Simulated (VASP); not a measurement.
# Si7O16 (a cell with a defect) in VASP: notebook, part 2 of 2

VASP 6.6.1.

### 4 Single point, PBE

File INCAR:

```
SYSTEM = Si7O16
PREC     = Accurate       ! precision mode
ENCUT    = 520            ! plane-wave cutoff, eV
EDIFF    = 1E-6           ! SCF threshold, eV
ISMEAR   = 0              ! smearing method
SIGMA    = 0.02           ! smearing width, eV
LREAL    = Auto         
LASPH    = .True.         ! aspherical terms in the spheres
NELM     = 100            ! most SCF steps
ALGO     = Normal         ! electronic algorithm
ISIF     = 2              ! what is computed and relaxed
LWAVE    = .False.        ! write WAVECAR
LCHARG   = .True.         ! write CHGCAR
GGA      = PE             ! functional
LELF     = .True.         ! ELF
LVHAR    = .True.       
NBANDS   = 79             ! bands
```

File KPOINTS:

```
regular mesh
0
Gamma
  2 2 2
  0 0 0
```

File POSCAR:

```
Si7O16
1.0
   -4.1501000000     -4.1501000000      0.0000000000
    4.1501000000     -4.1501000000      0.0000000000
    0.0000000000      0.0000000000      5.3150000000
Si O
7 16
Direct
    0.5048433773      0.4995835040     -0.0040705550
    0.0110902147      0.4995386858      0.2545046096
    0.5052471025      0.4995826607      0.4977017874
    0.0062171996      0.4999479531      0.7487177799
    0.4636111178     -0.0005123973      0.2498050800
   -0.0894543505     -0.0009560011      0.1683027281
    0.4981938989     -0.0004955302      0.7380489182
    0.2059296162      0.4991895376     -0.0062436500
    0.0270263367      0.2207057661      0.2581286924
    0.8066928508      0.5002597528      0.0045044214
    0.0288148478      0.7781570324      0.2583618062
    0.2067420062      0.4992556806      0.5077384760
    0.0007449218      0.2090179755      0.7724167451
    0.8083400400      0.5002185490      0.4990780809
    0.0015077950      0.7908473290      0.7730746943
    0.6855195056     -0.0008521481     -0.0014348071
    0.4976258403      0.6933755813      0.2455422389
    0.3039626756     -0.0001266235     -0.0142577611
    0.4982618491      0.3057623913      0.2455104421
    0.6951157803     -0.0008517867      0.4643298213
    0.5121432014      0.6955163731      0.7465377234
    0.3019397123     -0.0001209609      0.5093260583
    0.5128333052      0.3035838895      0.7465441204
```

Run with:

```console
cat potpaw_PBE.64/Si/POTCAR potpaw_PBE.64/O/POTCAR > POTCAR
mpirun -np 1 vasp_std > vasp.out
```

It took 4.6 min on 1 thread of Intel Xeon Platinum 8259CL at 2.50GHz (Skylake/Cascade Lake), shared host; peak memory 0.31 GiB.

It converged, with:

* Free energy: -161.3102 eV
* Pressure: 23.7 GPa
* Largest force: 0.089 eV/Å
* Band gap on the k mesh: zero (band 62 reaches 6.77 eV, above the bottom of band 63 at 6.61 eV)

Forces in eV/Å, atoms in the order of the input:
```
Si  -0.003  0.002 -0.008
Si  -0.029  0.016 -0.027
Si  -0.009 -0.004  0.009
Si  -0.013  0.001 -0.023
Si   0.018  0.010 -0.056
Si  -0.026  0.003 -0.034
Si  -0.034 -0.039  0.057
O    0.004  0.008  0.009
O    0.035 -0.079  0.021
O   -0.006  0.004  0.016
O    0.001  0.011  0.010
O   -0.004  0.000  0.000
O   -0.046  0.047  0.013
O    0.003  0.012 -0.006
O    0.056 -0.053  0.013
O    0.020  0.014 -0.015
O    0.015 -0.015  0.004
O    0.030  0.029 -0.017
O   -0.017  0.019  0.003
O   -0.022 -0.023  0.019
O    0.013 -0.020  0.001
O    0.039  0.038  0.010
O   -0.023  0.020  0.001
```

Stress tensor (GPa, compression positive):
```
27.01 -2.13 -3.08
-2.13 27.07 -3.04
-3.08 -3.04 17.01
```

Levels at points of the mesh, in eV from the Fermi level:
| k point | band 58 | band 59 | band 60 | band 61 | band 62 | band 63 | band 64 | band 65 | band 66 | band 67 |
| --- | --- | --- | --- | --- | --- | --- | --- | --- | --- | --- |
| (0.00, 0.00, 0.00) | -0.70 | -0.64 | -0.15 | -0.02 | 0.08 | 0.14 | 0.63 | 6.04 | 6.96 | 7.51 |
| (0.50, 0.00, 0.00) | -0.60 | -0.50 | -0.45 | -0.27 | -0.01 | 0.00 | 0.06 | 6.59 | 7.45 | 8.18 |
| (0.00, 0.50, 0.00) | -1.05 | -0.76 | -0.44 | -0.27 | -0.21 | 0.18 | 0.22 | 6.91 | 7.36 | 7.40 |
| (0.50, 0.50, 0.00) | -0.60 | -0.30 | -0.26 | -0.09 | 0.02 | 0.09 | 0.18 | 7.16 | 7.70 | 8.35 |
| (0.00, 0.00, 0.50) | -0.65 | -0.49 | -0.24 | -0.22 | -0.06 | 0.00 | 0.02 | 7.20 | 8.16 | 8.34 |
| (0.50, 0.00, 0.50) | -0.56 | -0.39 | -0.24 | -0.07 | 0.01 | 0.15 | 0.25 | 7.69 | 8.40 | 8.64 |
| (0.00, 0.50, 0.50) | -0.69 | -0.49 | -0.29 | -0.25 | -0.21 | 0.03 | 0.10 | 7.21 | 8.57 | 8.63 |
| (0.50, 0.50, 0.50) | -0.67 | -0.61 | -0.47 | -0.32 | -0.25 | -0.08 | -0.01 | 7.83 | 9.08 | 9.69 |

Caveat: the k points lie up to 0.59 Å⁻¹ apart.

### 5 Single point, PBE

File INCAR:

```
PREC = Accurate
ENCUT = 520
EDIFF = 1E-6
ISMEAR = 0
SIGMA = 0.02
LREAL = Auto
LASPH = T
NELM = 60
ALGO = Normal
ISIF = 2
LWAVE = F
LCHARG = F
GGA = PE
NBANDS = 79
```

File KPOINTS:

```
Automatic mesh
0
Gamma
  2 2 2
```

File POSCAR:

```
Si7O16
1.0
   -4.1501000000     -4.1501000000      0.0000000000
    4.1501000000     -4.1501000000      0.0000000000
    0.0000000000      0.0000000000      5.3150000000
Si O
7 16
Direct
    0.5046377196      0.4997583191     -0.0058861712
    0.0091966459      0.4996908508      0.2532144873
    0.5049781933      0.4997568733      0.4954961430
    0.0043117033      0.5000857811      0.7469192850
    0.4750208429     -0.0002636081      0.2462944497
   -0.0403098721     -0.0005337221      0.0771175917
    0.4982017301     -0.0002356570      0.7405268109
    0.2046673574      0.4994050746     -0.0076549389
    0.0158002217      0.2143108600      0.2564886171
    0.8063287632      0.5003289077      0.0008146754
    0.0172960893      0.7849481940      0.2566709313
    0.2041366473      0.4994659165      0.5056539981
   -0.0027895713      0.2036476229      0.7795017874
    0.8080347462      0.5003231247      0.4983085607
   -0.0021625985      0.7964897231      0.7799183443
    0.6842670056     -0.0005789017      0.0025482596
    0.4978480037      0.6932324522      0.2437313264
    0.2999785547      0.0001127684     -0.0094395108
    0.4984485916      0.3063035830      0.2437226717
    0.6842148382     -0.0004995060      0.4812750706
    0.5096794053      0.6949657840      0.7457834431
    0.3043608588      0.0000503602      0.5042936971
    0.5103287873      0.3045486856      0.7457841957
```

Run with:

```console
cat potpaw_PBE.64/Si/POTCAR potpaw_PBE.64/O/POTCAR > POTCAR
mpirun -np 1 vasp_std > vasp.out
```

It took 4.3 min on 1 thread of Intel Xeon Platinum 8259CL at 2.50GHz (Skylake/Cascade Lake), shared host; peak memory 0.31 GiB.

The run converged. Its results:

```
Free energy            : -163.6279 eV
Pressure               : 18.6 GPa
Largest force          : 5.160 eV/Å
Band gap on the k mesh : zero (band 62 reaches 6.72 eV, above the bottom of band 63 at 6.40 eV)
```

Forces on the atoms (eV/Å):
```
Si   0.016  0.013  0.080
Si   0.059  0.078  0.108
Si   0.010  0.005  0.069
Si   0.076  0.083  0.064
Si  -0.444 -0.448 -0.045
Si  -1.913 -1.902 -4.399
Si  -0.009 -0.007  0.376
O    0.058  0.057  0.121
O    0.219  0.651  0.124
O    0.013  0.027  0.008
O    0.701  0.211  0.102
O    0.107  0.108  0.068
O   -0.096  0.389  0.524
O    0.019  0.031  0.128
O    0.390 -0.087  0.514
O    0.068  0.064  0.363
O    0.000 -0.002  0.086
O    0.177  0.181  0.397
O   -0.002  0.004  0.088
O    0.402  0.394  1.016
O    0.087  0.109  0.137
O   -0.054 -0.049 -0.069
O    0.114  0.089  0.138
```

Stress tensor (GPa, compression positive):
```
19.14 -0.45 -1.52
-0.45 19.24 -1.49
-1.52 -1.49 17.52
```

Levels at points of the mesh, in eV from the Fermi level:
```csv
k point,band 60,band 61,band 62,band 63,band 64,band 65
"(0.00, 0.00, 0.00)",-0.25,-0.16,0.04,0.15,0.65,6.49
"(0.50, 0.00, 0.00)",-0.31,-0.31,-0.16,0.02,0.06,7.46
"(0.00, 0.50, 0.00)",-0.52,-0.47,-0.18,0.17,0.25,7.44
"(0.50, 0.50, 0.00)",-0.26,-0.18,-0.01,0.05,0.18,8.31
"(0.00, 0.00, 0.50)",-0.34,-0.15,-0.13,0.00,0.02,7.70
"(0.50, 0.00, 0.50)",-0.32,-0.01,0.07,0.16,0.16,8.28
"(0.00, 0.50, 0.50)",-0.26,-0.24,-0.18,-0.01,0.05,7.93
"(0.50, 0.50, 0.50)",-0.52,-0.35,-0.26,-0.25,0.02,8.80
```

Caveat: the k points lie up to 0.59 Å⁻¹ apart.
